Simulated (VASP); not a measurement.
# SnO (P4/nmm) in VASP: notebook

The runs below take SnO through single point, with revPBE, r2SCAN.

All numbers are computed with VASP 6.6.1; they aren't measurements. Logs are shortened: lines on timing, memory, paths and dates and some standing lists are left out, and cuts for length are marked.

**1. The cell of the first run**

It takes space group P4/nmm (No. 129, tetragonal). Conventional cell: a = 3.814 Å, b = 3.814 Å, c = 4.887 Å, α = 90.00°, β = 90.00°, γ = 90.00°. Sn (site symmetry 4mm) has 4 O at 2.23 Å within 2.9 Å. O (site symmetry -4m2) has 4 Sn at 2.23 Å and 4 O at 2.70 Å within 2.9 Å.

**2. Single point, revPBE**

Input file INCAR:

```
SYSTEM = SnO
  PREC = Accurate
  ENCUT = 520
  EDIFF = 1E-6
  ISMEAR = -1
  SIGMA = 0.05
  LREAL = .False.
  LASPH = .True.
  NELM = 100
  ALGO = Normal
  ISIF = 2
  LWAVE = .False.
  LCHARG = .False.
  GGA = RE
  NBANDS = 28
```

Input file KPOINTS:

```
regular mesh
0
Gamma
  4 4 3
  0 0 0
```

Input file POSCAR:

```
SnO
1.0
    3.8136952200      0.0000000000      0.0000000000
    0.0000000000      3.8136952200      0.0000000000
    0.0000000000      0.0000000000      4.8869133000
Sn O
2 2
Direct
    0.5000000000      0.0000000000      0.7646261400
    0.0000000000      0.5000000000      0.2353738600
    0.0000000000      0.0000000000      0.0000000000
    0.5000000000      0.5000000000      0.0000000000
```

Potentials or basis: VASP PAW PBE potentials, release 64 (Sn_d, O).

Launch:

```
$ cat potpaw_PBE.64/Sn_d/POTCAR potpaw_PBE.64/O/POTCAR > POTCAR
$ mpirun -np 1 vasp_std > vasp.out
```

OUTCAR:

```text
SYSTEM = SnO
   PREC = Accurate
   ENCUT = 520
   EDIFF = 1E-6
   ISMEAR = -1
   LREAL = .False.
   LASPH = .True.
   NELM = 100
   ISIF = 2
   GGA = RE

 ion  position               nearest neighbor table
   1  0.500  0.000  0.765-   3 2.23   4 2.23   4 2.23   3 2.23   2 3.54   2 3.54   2 3.54   2 3.54
                             2 3.74   2 3.74   2 3.74   2 3.74
   2  0.000  0.500  0.235-   3 2.23   4 2.23   3 2.23   4 2.23   1 3.54   1 3.54   1 3.54   1 3.54
                             1 3.74   1 3.74   1 3.74   1 3.74
   3  0.000  0.000  0.000-   1 2.23   2 2.23   2 2.23   1 2.23
   4  0.500  0.500  0.000-   1 2.23   2 2.23   1 2.23   2 2.23

  LATTYP: Found a simple tetragonal cell.
 ALAT       =     3.8136952200
 C/A-ratio  =     1.2814116016

  Lattice vectors:

 A1 = (   3.8136952200,   0.0000000000,   0.0000000000)
 A2 = (   0.0000000000,   3.8136952200,   0.0000000000)
 A3 = (   0.0000000000,   0.0000000000,   4.8869133000)

Analysis of symmetry for initial positions (statically):
=====================================================================
 Subroutine PRICEL returns:
 Original cell was already a primitive cell.

 Routine SETGRP: Setting up the symmetry group for a
 simple tetragonal supercell.

 Subroutine GETGRP returns: Found 16 space group operations
 (whereof  8 operations were pure point group operations)
 out of a pool of 16 trial point group operations.

The static configuration has the point symmetry D_2d.
 The point group associated with its full space group is D_4h.

Analysis of symmetry for dynamics (positions and initial velocities):
=====================================================================
 Subroutine PRICEL returns:
 Original cell was already a primitive cell.

 Routine SETGRP: Setting up the symmetry group for a
 simple tetragonal supercell.

 Subroutine GETGRP returns: Found 16 space group operations
 (whereof  8 operations were pure point group operations)
 out of a pool of 16 trial point group operations.

The dynamic configuration has the point symmetry D_2d.
 The point group associated with its full space group is D_4h.

 Subroutine INISYM returns: Found 16 space group operations
 (whereof  8 operations are pure point group operations),
 and found     1 'primitive' translations

----------------------------------------------------------------------------------------

                                     Primitive cell
[... 80 lines left out ...]
   ENCUT  =  520.0 eV  38.22 Ry    6.18 a.u.   7.09  7.09  9.09*2*pi/ulx,y,z
   NELM   =    100;   NELMIN=  2; NELMDL= -5     # of ELM steps
   EDIFF  = 0.1E-05   stopping-criterion for ELM
   LREAL  =      F    real-space projection
   EDIFFG = 0.1E-04   stopping-criterion for IOM
   NSW    =      0    number of steps for IOM
   IBRION =     -1    ionic relax: 0-MD 1-quasi-New 2-CG
   NFREE  =      0    steps in history (QN), initial steepest desc. (CG)
   ISIF   =      2    stress and relaxation
   ISYM   =      2    0-nonsym 1-usesym 2-fastsym
   POTIM  = 0.5000    time-step for ionic-motion
   TEBEG  =    0.0;   TEEND  =   0.0 temperature during run
   PSTRESS=    0.0 pullay stress
   NELECT =      40.0000    total number of electrons
   NUPDOWN=      -1.0000    fix difference up-down
   EMIN   =  10.00;   EMAX   =-10.00  energy-range for DOS
   EFERMI =   0.00;   METHOD = LEGACY
   ISMEAR =    -1;   SIGMA  =   0.05  broadening in eV -4-tet -1-fermi 0-gaus
   EFERMI_NEDOS =   21; number of points for ismear=-14 and -15
   IALGO  =     38    algorithm
   IMIX   =      4    mixing-type and parameters
     AMIX     =   0.40;   BMIX     =  1.00
     AMIX_MAG =   1.60;   BMIX_MAG =  1.00
  volume/ion in A,a.u.               =      17.77       119.91
  Fermi-wavevector in a.u.,A,eV,Ry     =   1.351614  2.554180 24.855939  1.826860
  Thomas-Fermi vector in A             =   2.479021
   LORBIT       =      0    0 simple, 1 ext, 2 COOP (PROOUT), +10 PAW based schemes
   GGA     = RE    functional components
   LHFCALC =     F    Hartree Fock is set to
   AEXX    =    0.0000 exact exchange contribution
   IVDW    =     0    specifies the selected vdW correction
   LEPSILON=     F    determine dielectric tensor
   LRPA    =     F    only Hartree local field effects (RPA)
 non-spin polarized calculation
  energy-cutoff  :      520.00
  volume of cell :       71.08
 maximum number of plane-waves:      1926
   NGX = 15   NGY = 15   NGZ = 19

 number of electron      39.9999978 magnetization

 Free energy of the ion-electron system (eV)
  ---------------------------------------------------
  ext. energy  EPLUGINS =         0.00000000
  ---------------------------------------------------
  free energy    TOTEN  =       -21.32959706 eV

  energy without entropy =      -21.32691655  energy(sigma->0) =      -21.32825681

 E-fermi :   7.1975     XC(G=0): -10.0417

 val. band max:        7.1399371178   @ k =   0.0000   0.0000   0.0000
 cond. band min:       7.2970691229   @ k =   0.5000   0.5000   0.0000
 fundamental gap:      0.1571320051
 Fermi energy:         7.1975145218

 k-point     1 :       0.0000    0.0000    0.0000
  band No.  band energies     occupation
      1     -14.9480      2.00000
      2     -14.5108      2.00000
      3     -14.5100      2.00000
      4     -14.5100      2.00000
      5     -14.4715      2.00000
      6     -14.4595      2.00000
[... 361 lines left out ...]
     27      16.3911      0.00000
     28      16.3911      0.00000

------------------------ aborting loop because EDIFF is reached ----------------------------------------

  FORCE on cell =-STRESS in cart. coord.  units (eV):
  Direction    XX          YY          ZZ          XY          YZ          ZX
  --------------------------------------------------------------------------------------
  -------------------------------------------------------------------------------------
  Total        2.7079187      2.7079187      2.1947081      0.0000000     -0.0000000      0.0000000
  in kB       61.0407139     61.0407139     49.4721450      0.0000000     -0.0000000      0.0000000
  external PRESSURE =      57.1845242 kB  Pullay stress =       0.0000000 kB

 VOLUME and BASIS-vectors are now :
 -----------------------------------------------------------------------------
  energy-cutoff  :      520.00
  volume of cell :       71.08
      direct lattice vectors                 reciprocal lattice vectors
     3.813695220  0.000000000  0.000000000     0.262212878  0.000000000  0.000000000
     0.000000000  3.813695220  0.000000000     0.000000000  0.262212878  0.000000000
     0.000000000  0.000000000  4.886913300     0.000000000  0.000000000  0.204628144

 POSITION                                       TOTAL-FORCE (eV/Angst)
 -----------------------------------------------------------------------------------
      1.90685      0.00000      3.73666         0.000000      0.000000     -0.626389
      0.00000      1.90685      1.15025        -0.000000      0.000000      0.626389
      0.00000      0.00000      0.00000         0.000000     -0.000000      0.000000
      1.90685      1.90685      0.00000         0.000000      0.000000      0.000000
 -----------------------------------------------------------------------------------
    total drift:                                0.000000      0.000000      0.000000

  FREE ENERGIE OF THE ION-ELECTRON SYSTEM (eV)
  ---------------------------------------------------
  free  energy   TOTEN  =       -21.3295970583 eV

  energy  without entropy=      -21.3269165531  energy(sigma->0) =      -21.32825681
```

OSZICAR:

```text
N       E                     dE             d eps       ncg     rms          rms(c)
DAV:   1     0.419150553875E+03    0.41915E+03   -0.19932E+04   696   0.218E+03
DAV:   2     0.402607693088E+02   -0.37889E+03   -0.36382E+03   688   0.535E+02
DAV:   3    -0.219272587091E+02   -0.62188E+02   -0.61054E+02   788   0.181E+02
DAV:   4    -0.249483922232E+02   -0.30211E+01   -0.30044E+01   756   0.425E+01
DAV:   5    -0.250179091882E+02   -0.69517E-01   -0.69510E-01   724   0.704E+00    0.118E+01
DAV:   6    -0.213235678558E+02    0.36943E+01   -0.16645E+01  1076   0.443E+01    0.495E+00
DAV:   7    -0.213326850312E+02   -0.91172E-02   -0.20071E+00   808   0.857E+00    0.251E+00
DAV:   8    -0.213314834562E+02    0.12016E-02   -0.25124E-01   892   0.352E+00    0.825E-01
DAV:   9    -0.213281275812E+02    0.33559E-02   -0.43948E-02  1076   0.217E+00    0.247E-01
DAV:  10    -0.213298101484E+02   -0.16826E-02   -0.74659E-03   864   0.767E-01    0.143E-01
DAV:  11    -0.213295477046E+02    0.26244E-03   -0.19404E-03  1000   0.404E-01    0.219E-02
DAV:  12    -0.213296132231E+02   -0.65518E-04   -0.36315E-04   680   0.103E-01    0.424E-02
DAV:  13    -0.213295974665E+02    0.15757E-04   -0.55766E-05   860   0.740E-02    0.831E-03
DAV:  14    -0.213295968455E+02    0.62100E-06   -0.10366E-05   880   0.190E-02    0.389E-03
DAV:  15    -0.213295970583E+02   -0.21285E-06   -0.31086E-07   368   0.454E-03
   1 F= -.21329597E+02 E0= -.21328257E+02  d E =-.268051E-02
```

It took 19 s on 1 thread of Intel Xeon Platinum 8488C (Sapphire Rapids), shared host; peak memory 0.17 GiB.

Results:

| Property | Result |
| --- | --- |
| Free energy | -21.3296 eV |
| Pressure | 5.7 GPa |
| Largest force | 0.626 eV/Å |
| Band gap on the k mesh | 0.16 eV, indirect (least direct gap 2.05 eV) |

Forces on the atoms (eV/Å):
```
Sn   0.000  0.000 -0.626
Sn   0.000  0.000  0.626
O    0.000  0.000  0.000
O    0.000  0.000  0.000
```

Caveat: the k points lie up to 0.43 Å⁻¹ apart; the PAW data sets were made with another functional, which shifts forces and pressure a little; spin-orbit coupling is left out, which moves the levels of the heavy elements. A k mesh can miss the band edges.

**3. Single point, r2SCAN**

POSCAR is that of step 2.

Input file INCAR.step1:

```
SYSTEM = SnO
  ALGO = Normal
  EDIFF = 1E-4
  ENCUT = 520
  GGA = PE
  ISMEAR = -1
  LASPH = .TRUE.
  LCHARG = .FALSE.
  LREAL = .FALSE.
  LWAVE = .TRUE.
  NBANDS = 28
  NELM = 60
  PREC = Accurate
  SIGMA = 0.05
```

Input file INCAR.step2:

```
SYSTEM = SnO
  ALGO = Normal
  EDIFF = 1E-7
  ENCUT = 520
  ISIF = 2
  ISMEAR = -1
  ISTART = 1
  LASPH = .TRUE.
  LCHARG = .TRUE.
  LELF = .TRUE.
  LMIXTAU = .TRUE.
  LREAL = .FALSE.
  LVHAR = .TRUE.
  LWAVE = .FALSE.
  METAGGA = R2SCAN
  NBANDS = 28
  NELM = 60
  PREC = Accurate
  SIGMA = 0.05
```

Input file KPOINTS:

```
k-points
0
G
  4 4 3
  0 0 0
```

Potentials or basis: VASP PAW PBE potentials, release 64 (Sn_d, O).

Launch:

```
$ cat potpaw_PBE.64/Sn_d/POTCAR potpaw_PBE.64/O/POTCAR > POTCAR
$ cp INCAR.step1 INCAR
$ mpirun -np 1 vasp_std > vasp.out
$ cp INCAR.step2 INCAR
$ mpirun -np 1 vasp_std > vasp.out
```

It took 58 s on 1 thread of Intel Xeon Platinum 8488C (Sapphire Rapids), shared host; peak memory 0.18 GiB.

It converged, with:

```
Free energy            : -66.8979 eV
Pressure               : 0.1 GPa
Largest force          : 0.030 eV/Å
Band gap on the k mesh : 0.29 eV, indirect (least direct gap 2.37 eV)
```

Forces on the atoms (eV/Å):
```
Sn   0.000  0.000 -0.030
Sn   0.000  0.000  0.030
O    0.000  0.000  0.000
O    0.000  0.000  0.000
```

Stress tensor (GPa, compression positive):
```
0.10 0.00 0.00
0.00 0.10 0.00
0.00 0.00 0.21
```

Levels at points of the mesh, in eV from the valence-band top:
```
           k point  band 18  band 19  band 20  band 21  band 22  band 23
(0.00, 0.00, 0.00)    -3.54    -3.54     0.00     2.37     4.52     4.93
(0.50, 0.00, 0.00)    -5.22    -2.90    -2.90     3.43     3.43     6.22
(0.50, 0.50, 0.00)    -2.87    -2.08    -2.08     0.29     0.29     4.77
```

Caveat: the k points lie up to 0.43 Å⁻¹ apart; the PAW data sets were made with another functional, which shifts forces and pressure a little; spin-orbit coupling is left out, which moves the levels of the heavy elements. A k mesh can miss the band edges.
